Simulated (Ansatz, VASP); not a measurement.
HgTe: VASP beside Ansatz

```
Hg Te
1.0
     0.08765    2.96532    2.96532
     2.96532    0.08765    2.96532
     2.96532    2.96532    0.08765
Hg Te
1 1
Cartesian
  0.0000 0.0000 0.0000
  3.0091 3.0091 3.0091
```

Change from the starting cell: equal xy, yz and zx shear strains of +3 %, crystal datasets.

Alike in both runs: task electric field gradients; functional LDA; k mesh 10 × 10 × 10; occupations fermi-dirac, width 0.08 eV; no spin polarisation.

|  | VASP | Ansatz |
| --- | --- | --- |
| version | VASP 6.6.1 | Ansatz 0.2.0 |
| potentials or method | VASP PAW LDA potentials, release 64 (Hg, Te), cutoff 520 eV | all-electron PAW with datasets made for the crystal, scalar-relativistic |

|  | VASP | Ansatz | Ansatz less VASP |
| --- | --- | --- | --- |
| pressure (GPa) | 4.4 | 3.9 | -0.54 |
| traceless stress, the component that is largest in VASP (GPa) | -0.60 | -0.60 | -0.008 |
| size of Vzz on the site where it differs most (V/Å²) | 23.5 | 17.7 | -5.78 |

LDA's correlation is that of Perdew and Zunger in VASP and of Perdew and Wang (1992) in Ansatz. Ansatz ran all-electron here, and VASP with PAW potentials.

Neither program's run includes spin-orbit coupling.
